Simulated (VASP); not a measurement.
Wanted: the native input for a VASP 6.6.1 run.

```yaml
Task: single point
Functional: PBE
Potentials_or_basis: VASP PAW PBE potentials, release 64 (Zn, O)
Cutoff: 520 eV
k_mesh: 12 × 12 × 12
Occupations: gaussian, width 0.02 eV
Spin: no spin polarisation
Dipole_correction: no
Further_INCAR_settings: ALGO = Normal; EDIFF = 1e-07; NBANDS = 16
```

The structure of ZnO lies in POSCAR:

```
ZnO
1.0
    0.0000000000      2.1648821421      2.1648821421
    2.1648821421      0.0000000000      2.1648821421
    2.1648821421      2.1648821421      0.0000000000
Zn O
1 1
Direct
    0.5000000000      0.5000000000      0.5000000000
    0.0000000000      0.0000000000      0.0000000000
```

These files were run (other wordings do the same):

INCAR

```
SYSTEM = ZnO
PREC     = Accurate       ! precision mode
ENCUT    = 520            ! plane-wave cutoff, eV
EDIFF    = 1E-7           ! SCF threshold, eV
ISMEAR   = 0              ! smearing method
SIGMA    = 0.02           ! smearing width, eV
LREAL    = .FALSE.        ! projectors in reciprocal space
LASPH    = .TRUE.         ! aspherical terms in the spheres
NELM     = 60             ! most SCF steps
ALGO     = Normal         ! electronic algorithm
ISIF     = 2              ! what is computed and relaxed
LWAVE    = .FALSE.        ! write WAVECAR
LCHARG   = .FALSE.        ! write CHGCAR
GGA      = PE             ! functional
NBANDS   = 16             ! bands
```

KPOINTS

```
Automatic mesh
0
G
  12 12 12
  0 0 0
```

Potentials or basis: VASP PAW PBE potentials, release 64 (Zn, O).

Run with:

```bash
$ cat potpaw_PBE.64/Zn/POTCAR potpaw_PBE.64/O/POTCAR > POTCAR
$ mpirun -np 1 vasp_std > vasp.out
```

It gave:

| Property | Result |
| --- | --- |
| Pressure | 1.0 GPa |
| Band gap on the k mesh | 0.72 eV, indirect (least direct gap 1.96 eV) |

Wall time 14 s on 1 thread of AMD EPYC 9R45 96-Core Processor (Zen 5), with other jobs on the host, peak memory 0.12 GiB.
